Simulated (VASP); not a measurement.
# TiB2 (de600) (P6/mmm) in VASP: notebook, part 2 of 2

VASP 6.6.1. Earlier steps stand in the parts before.

## (3) Relaxation of cell and atoms, LDA

The input, INCAR:

```
PREC = Accurate
ENCUT = 600
EDIFF = 1E-6
ISMEAR = 0
SIGMA = 0.1
LREAL = False
LASPH = True
NELM = 80
ALGO = Normal
ISIF = 3
LWAVE = False
LCHARG = False
IBRION = 2
NSW = 100
EDIFFG = -0.002
```

The input, KPOINTS:

```
regular mesh
0
Gamma
  15 15 12
```

The input, POSCAR:

```
TiB2
1.0
    2.9947159665      0.0000000029      0.0000000000
   -1.4973579857      2.5935001026      0.0000000000
    0.0000000000      0.0000000000      3.1567000230
Ti B
1 2
Direct
    0.0000000000      0.0000000000      0.0000000000
    0.3333333333      0.6666666667      0.5000000000
    0.6666666667      0.3333333333      0.5000000000
```

Potentials or basis: VASP PAW LDA potentials, release 64 (Ti_sv, B).

On the command line:

```
$ cat potpaw_LDA.64/Ti_sv/POTCAR potpaw_LDA.64/B/POTCAR > POTCAR
$ mpirun -np 1 vasp_std > vasp.out
```

OUTCAR:

```text
PREC = Accurate
   ENCUT = 600
   EDIFF = 1E-6
   ISMEAR = 0
   LREAL = False
   LASPH = True
   NELM = 80
   ISIF = 3
   IBRION = 2
   NSW = 100
   EDIFFG = -0.002

 ion  position               nearest neighbor table
   1  0.000  0.000  0.000-   2 2.34   3 2.34   2 2.34   3 2.34   2 2.34   2 2.34   3 2.34   3 2.34
                             3 2.34   3 2.34   2 2.34   2 2.34
   2  0.333  0.667  0.500-   3 1.73   3 1.73   3 1.73   1 2.34   1 2.34   1 2.34   1 2.34   1 2.34
                             1 2.34
   3  0.667  0.333  0.500-   2 1.73   2 1.73   2 1.73   1 2.34   1 2.34   1 2.34   1 2.34   1 2.34
                             1 2.34

  LATTYP: Found a hexagonal cell.
 ALAT       =     2.9947159665
 C/A-ratio  =     1.0540899565

  Lattice vectors:

 A1 = (   2.9947159665,   0.0000000029,   0.0000000000)
 A2 = (  -1.4973579857,   2.5935001026,   0.0000000000)
 A3 = (   0.0000000000,   0.0000000000,   3.1567000230)

Analysis of symmetry for initial positions (statically):
=====================================================================
 Subroutine PRICEL returns:
 Original cell was already a primitive cell.

 Routine SETGRP: Setting up the symmetry group for a
 hexagonal supercell.

 Subroutine GETGRP returns: Found 24 space group operations
 (whereof 24 operations were pure point group operations)
 out of a pool of 24 trial point group operations.

The static configuration has the point symmetry D_6h.

Analysis of symmetry for dynamics (positions and initial velocities):
=====================================================================
 Subroutine PRICEL returns:
 Original cell was already a primitive cell.

 Routine SETGRP: Setting up the symmetry group for a
 hexagonal supercell.

 Subroutine GETGRP returns: Found 24 space group operations
 (whereof 24 operations were pure point group operations)
 out of a pool of 24 trial point group operations.

The dynamic configuration has the point symmetry D_6h.

 Subroutine INISYM returns: Found 24 space group operations
 (whereof 24 operations are pure point group operations),
 and found     1 'primitive' translations

----------------------------------------------------------------------------------------

                                     Primitive cell

  volume of cell :      24.5174

  direct lattice vectors                    reciprocal lattice vectors
     2.994715966  0.000000003  0.000000000     0.333921484  0.192789659  0.000000000
    -1.497357986  2.593500103  0.000000000    -0.000000000  0.385579317  0.000000000
     0.000000000  0.000000000  3.156700023     0.000000000  0.000000000  0.316786515

  length of vectors
     2.994715966  2.994715966  3.156700023     0.385579317  0.385579317  0.316786515

  position of ions in fractional coordinates (direct lattice)
     0.000000000  0.000000000  0.000000000
     0.333333333  0.666666667  0.500000000
     0.666666667  0.333333333  0.500000000

  ion indices of the primitive-cell ions
   primitive index   ion index
                 1           1
                 2           2
                 3           3

----------------------------------------------------------------------------------------
[... 63 lines left out ...]
   ICHARG =      2    charge: 1-file 2-atom 10-const
   ISPIN  =      1    spin polarized calculation?
   LNONCOLLINEAR =      F non collinear calculations
   LSORBIT =      F    spin-orbit coupling
   LASPH  =      T    aspherical Exc in radial PAW
   ENCUT  =  600.0 eV  44.10 Ry    6.64 a.u.   5.98  5.98  6.30*2*pi/ulx,y,z
   NELM   =     80;   NELMIN=  2; NELMDL= -5     # of ELM steps
   EDIFF  = 0.1E-05   stopping-criterion for ELM
   LREAL  =      F    real-space projection
   EDIFFG = -.2E-02   stopping-criterion for IOM
   NSW    =    100    number of steps for IOM
   IBRION =      2    ionic relax: 0-MD 1-quasi-New 2-CG
   NFREE  =      1    steps in history (QN), initial steepest desc. (CG)
   ISIF   =      3    stress and relaxation
   ISYM   =      2    0-nonsym 1-usesym 2-fastsym
   POTIM  = 0.5000    time-step for ionic-motion
   TEBEG  =    0.0;   TEEND  =   0.0 temperature during run
   PSTRESS=    0.0 pullay stress
   NELECT =      18.0000    total number of electrons
   NUPDOWN=      -1.0000    fix difference up-down
   EMIN   =  10.00;   EMAX   =-10.00  energy-range for DOS
   EFERMI =   0.00;   METHOD = LEGACY
   ISMEAR =     0;   SIGMA  =   0.10  broadening in eV -4-tet -1-fermi 0-gaus
   EFERMI_NEDOS =   21; number of points for ismear=-14 and -15
   IALGO  =     38    algorithm
   IMIX   =      4    mixing-type and parameters
     AMIX     =   0.40;   BMIX     =  1.00
     AMIX_MAG =   1.60;   BMIX_MAG =  1.00
  volume/ion in A,a.u.               =       8.17        55.15
  Fermi-wavevector in a.u.,A,eV,Ry     =   1.476864  2.790869 29.676050  2.181128
  Thomas-Fermi vector in A             =   2.591339
   LORBIT       =      0    0 simple, 1 ext, 2 COOP (PROOUT), +10 PAW based schemes
   GGA     = CA    functional components
   LHFCALC =     F    Hartree Fock is set to
   AEXX    =    0.0000 exact exchange contribution
   IVDW    =     0    specifies the selected vdW correction
   LEPSILON=     F    determine dielectric tensor
   LRPA    =     F    only Hartree local field effects (RPA)
 conjugate gradient relaxation of ions
 non-spin polarized calculation
 Gauss-broadening in eV      SIGMA  =   0.10
  energy-cutoff  :      600.00
  volume of cell :       24.52
 maximum number of plane-waves:       840
 NGX is ok and might be reduce to    24
   NGX = 11   NGY = 11   NGZ = 13

--------------------------------------- Ionic step        1  -------------------------------------------

 number of electron      18.0000003 magnetization

 Free energy of the ion-electron system (eV)
  ---------------------------------------------------
  ext. energy  EPLUGINS =         0.00000000
  ---------------------------------------------------
  free energy    TOTEN  =       -26.92314099 eV

  energy without entropy =      -26.92109013  energy(sigma->0) =      -26.92211556

------------------------ aborting loop because EDIFF is reached ----------------------------------------

  FORCE on cell =-STRESS in cart. coord.  units (eV):
  Direction    XX          YY          ZZ          XY          YZ          ZX
  --------------------------------------------------------------------------------------
  -------------------------------------------------------------------------------------
  Total        0.0700192      0.0700192      0.1392381      0.0000000      0.0000000      0.0000000
  in kB        4.5756467      4.5756467      9.0989951      0.0000000      0.0000000      0.0000000
  external PRESSURE =       6.0834295 kB  Pullay stress =       0.0000000 kB
[... 135 lines left out ...]
--------------------------------------- Ionic step        5  -------------------------------------------

 number of electron      18.0000003 magnetization

 Free energy of the ion-electron system (eV)
  ---------------------------------------------------
  ext. energy  EPLUGINS =         0.00000000
  ---------------------------------------------------
  free energy    TOTEN  =       -26.92327619 eV

  energy without entropy =      -26.92123059  energy(sigma->0) =      -26.92225339

 E-fermi :  10.4338     XC(G=0): -13.1628

 val. band max:       10.4258239673   @ k =   0.2667   0.2000   0.0000
 cond. band min:      10.4407058914   @ k =   0.0667   0.0000   0.2500
 fundamental gap:      0.0148819241
 Fermi energy:        10.4337603517

 k-point     1 :       0.0000    0.0000    0.0000
  band No.  band energies     occupation
      1     -45.7172      2.00000
      2     -22.4648      2.00000
      3     -22.1223      2.00000
      4     -22.1223      2.00000
      5      -3.1041      2.00000
      6       7.6611      2.00000
      7       7.6611      2.00000
      8       8.2121      2.00000
      9       8.2513      2.00000
     10      12.4160      0.00000
     11      12.4160      0.00000
     12      14.3135      0.00000
     13      14.3135      0.00000
[... 354 lines left out ...]
  band No.  band energies     occupation
      1     -45.6444      2.00000
      2     -22.5419      2.00000
      3     -22.3760      2.00000
      4     -22.3375      2.00000
      5       1.5553      2.00000
      6       1.6063      2.00000
      7       4.5037      2.00000
      8       7.6582      2.00000
      9       9.8341      2.00000
     10      10.3559      1.72932
     11      12.5061      0.00000
     12      13.2092      0.00000
     13      16.3971      0.00000

 [... further k-points ...]

------------------------ aborting loop because EDIFF is reached ----------------------------------------

  FORCE on cell =-STRESS in cart. coord.  units (eV):
  Direction    XX          YY          ZZ          XY          YZ          ZX
  --------------------------------------------------------------------------------------
  -------------------------------------------------------------------------------------
  Total        0.0010560      0.0010560      0.0044465      0.0000000     -0.0000000      0.0000000
  in kB        0.0688555      0.0688555      0.2899394      0.0000000     -0.0000000      0.0000000
  external PRESSURE =       0.1425501 kB  Pullay stress =       0.0000000 kB
[... 18 lines left out ...]
  FREE ENERGIE OF THE ION-ELECTRON SYSTEM (eV)
  ---------------------------------------------------
  free  energy   TOTEN  =       -26.9232761928 eV

  energy  without entropy=      -26.9212305924  energy(sigma->0) =      -26.92225339

 reached required accuracy - stopping structural energy minimisation
```

CONTCAR:

```text
TiB2
   1.00000000000000
     2.9955901305498189    0.0000000029008672   -0.0000000000000000
    -1.4977950677256067    2.5942571508737347    0.0000000000000000
    -0.0000000000000000    0.0000000000000000    3.1617580960565670
  Ti              B
     1     2
Direct
     0.0000000000000000    0.0000000000000000    0.0000000000000000
     0.3333333332999970    0.6666666667000030    0.5000000000000000
     0.6666666667000030    0.3333333332999970    0.5000000000000000

  0.00000000E+00  0.00000000E+00  0.00000000E+00
  0.00000000E+00  0.00000000E+00  0.00000000E+00
  0.00000000E+00  0.00000000E+00  0.00000000E+00
```

Wall time 2.5 min (1 thread of Intel Xeon Platinum 8259CL at 2.50GHz (Skylake/Cascade Lake), shared host); peak memory 0.2 GiB.

Results:

* Free energy: -26.9233 eV
* Relaxed volume: 8.19 Å³/atom
* Relaxed cell: a = 2.996 Å, b = 2.996 Å, c = 3.162 Å, α = 90.00°, β = 90.00°, γ = 120.00°
* Space group after relaxing (to 0.05 Å): P6/mmm (No. 191)
* Energy gained by relaxing: 0.0 meV/atom
* Ionic steps: 5
* Pressure after relaxing: 0.0 GPa
* Band gap on the k mesh: zero (band 9 reaches 10.89 eV, above the bottom of band 10 at 10.16 eV)

The path:
```
step  energy change (eV)  largest force (eV/Å)  pressure (GPa)  volume (Å³)
   1              0.0000                0.0000            0.61        24.52
   2              0.0000                0.0000           -0.58        24.63
   3             -0.0001                0.0000           -0.07        24.57
   4             -0.0001                0.0000           -0.03        24.57
   5             -0.0001                0.0000            0.01        24.57
```

Final structure:
```yaml
crystal:
  lattice:
    - [2.99559, 0.00000, 0.00000]
    - [-1.49780, 2.59426, 0.00000]
    - [0.00000, 0.00000, 3.16176]
  atoms:
    - { symbol: Ti, position: [0.00000, 0.00000, 0.00000] }
    - { symbol: B, position: [0.33333, 0.66667, 0.50000] }
    - { symbol: B, position: [0.66667, 0.33333, 0.50000] }
```

Levels at points of the mesh, in eV from the Fermi level:
```tsv
k point	band 5	band 6	band 7	band 8	band 9	band 10	band 11	band 12	band 13
(0.00, 0.00, 0.00)	-13.54	-2.77	-2.77	-2.22	-2.18	1.98	1.98	3.88	3.88
(0.00, 0.00, 0.50)	-11.42	-7.71	-0.60	-0.60	-0.28	-0.28	0.42	0.42	1.81
```

## (4) Relaxation of cell and atoms, LDA

The input, INCAR:

```
SYSTEM = TiB2
ALGO = Normal
EDIFF = 1E-7
EDIFFG = -0.001
ENCUT = 600
IBRION = 2
ISIF = 3
ISMEAR = -1
LASPH = .True.
LCHARG = .False.
LREAL = .False.
LWAVE = .False.
NELM = 60
NSW = 80
PREC = Accurate
SIGMA = 0.15
```

The input, KPOINTS:

```
k-points
0
Gamma
  15 15 12
  0 0 0
```

The input, POSCAR:

```
TiB2
1.0
    2.9938019872      0.0000000029      0.0000000000
   -1.4969009961      2.5927085733      0.0000000000
    0.0000000000      0.0000000000      3.1591707103
Ti B
1 2
Direct
    0.0000000000      0.0000000000      0.0000000000
    0.3333333333      0.6666666667      0.5000000000
    0.6666666667      0.3333333333      0.5000000000
```

On the command line:

```
$ cat potpaw_LDA.64/Ti_sv/POTCAR potpaw_LDA.64/B/POTCAR > POTCAR
$ mpirun -np 1 vasp_std > vasp.out
```

It took 4.6 min on 1 thread of Intel Xeon Platinum 8259CL at 2.50GHz (Skylake/Cascade Lake), shared host; peak memory 0.2 GiB.

It converged, with:

* Free energy: -26.9365 eV
* Relaxed volume: 8.19 Å³/atom
* Relaxed cell: a = 2.996 Å, b = 2.996 Å, c = 3.162 Å, α = 90.00°, β = 90.00°, γ = 120.00°
* Space group after relaxing (to 0.05 Å): P6/mmm (No. 191)
* Energy gained by relaxing: 0.0 meV/atom
* Ionic steps: 11
* Pressure after relaxing: 0.0 GPa
* Band gap on the k mesh: zero (band 9 reaches 10.88 eV, above the bottom of band 10 at 10.15 eV)

Step by step:
| step | energy change (eV) | largest force (eV/Å) | pressure (GPa) | volume (Å³) |
| --- | --- | --- | --- | --- |
| 1 | 0.0000 | 0.0000 | 0.70 | 24.52 |
| 2 | 0.0000 | 0.0000 | -0.75 | 24.65 |
| 3 | -0.0001 | 0.0000 | -0.01 | 24.58 |
| 4 | -0.0001 | 0.0000 | 0.00 | 24.58 |
| 5 | -0.0001 | 0.0000 | 0.01 | 24.58 |
| 6 | -0.0001 | 0.0000 | 0.02 | 24.58 |
| 7 | -0.0001 | 0.0000 | 0.03 | 24.58 |
| 8 | -0.0001 | 0.0000 | 0.02 | 24.58 |
| 9 | -0.0001 | 0.0000 | 0.02 | 24.58 |
| 10 | -0.0001 | 0.0000 | 0.02 | 24.58 |
| 11 | -0.0001 | 0.0000 | 0.00 | 24.58 |

Final structure:
```cif
data_structure
_symmetry_space_group_name_H-M 'P 1'
_symmetry_Int_Tables_number 1
_cell_length_a 2.9963
_cell_length_b 2.9963
_cell_length_c 3.1621
_cell_angle_alpha 90.000
_cell_angle_beta 90.000
_cell_angle_gamma 120.000
_cell_volume 24.58
loop_
_atom_site_label
_atom_site_type_symbol
_atom_site_fract_x
_atom_site_fract_y
_atom_site_fract_z
_atom_site_occupancy
Ti1 Ti 0.00000 0.00000 0.00000 1
B1 B 0.33333 0.66667 0.50000 1
B2 B 0.66667 0.33333 0.50000 1
```

Levels at points of the mesh, in eV from the Fermi level:
```tsv
k point	band 6	band 7	band 8	band 9	band 10	band 11	band 12	band 13
(0.00, 0.00, 0.00)	-2.74	-2.74	-2.18	-2.14	2.02	2.02	3.92	3.92
(0.00, 0.00, 0.50)	-7.67	-0.56	-0.56	-0.24	-0.24	0.46	0.46	1.85
```

## (5) The runs side by side

| task | cell | cutoff (eV) | smearing | gap on the mesh (eV) | pressure (GPa) | relaxed volume (Å³/atom) |
| --- | --- | --- | --- | --- | --- | --- |
| single point | a = 2.994, b = 2.994, c = 3.159 Å, angles 90.0, 90.0, 120.0°, 3 atoms | 520 | fermi-dirac 0.15 eV | none | 0.7 | - |
| relaxation of cell and atoms | relaxed from a = 2.995, b = 2.995, c = 3.157 Å, angles 90.0, 90.0, 120.0°, 3 atoms | 600 | gaussian 0.1 eV | none | 0.0 | 8.19 |
| relaxation of cell and atoms | relaxed from a = 2.994, b = 2.994, c = 3.159 Å, angles 90.0, 90.0, 120.0°, 3 atoms | 600 | fermi-dirac 0.15 eV | none | 0.0 | 8.19 |

Alike in all rows: level LDA; potentials or basis VASP PAW LDA potentials, release 64 (Ti_sv, B); no spin polarisation; k mesh 15 × 15 × 12.

Total energies depend on the potentials used, so only differences within one code and one set of settings carry meaning.
